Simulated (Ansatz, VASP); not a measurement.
**KAlH5 in VASP and in Ansatz**

```xyz
7
Lattice="-1.8630 3.4480 4.2671 1.8630 -3.4480 4.2671 1.8630 3.4480 -4.2671" Properties=species:S:1:pos:R:3 pbc="T T T"
K     0.0000    0.0000    0.0000
Al    0.0000    0.0000    4.2671
H     0.0000    1.6946    4.2671
H     1.8630    1.7534    0.0000
H     0.0000    0.0000    2.5860
H     0.0000    0.0000    5.9482
H     0.0000    3.4480    0.0000
```

Change from the starting cell: species swapped into the AlSnF5 type (Immm, No. 71).

Alike in both runs: functional PBE; k mesh 6 × 6 × 6; occupations gaussian, width 0.1 eV; no spin polarisation.

Ansatz relaxed the structure, and its values are those at the end. VASP's run is a single point on that final structure, the one shown.

```csv
,VASP,Ansatz
version,VASP 6.6.1,Ansatz 0.2.0
potentials or method,"VASP PAW PBE potentials, release 64 (K_sv, Al, H), cutoff 500 eV","scalar-relativistic, plane waves, PAW"
valence electrons in the cell,17,17
```

Ansatz gave:

```
gap on the k mesh at the Fermi level (eV) : none
pressure (GPa)                            : 0.0
rms of the force components (eV/Å)        : 0.004
```

Question: Estimate VASP's values.

Answer: gap on the k mesh at the Fermi level (eV): none; pressure (GPa): -0.1; rms of the force components (eV/Å): 0.006.

A gap of «none» marks a metal or a gap that the smearing closes.
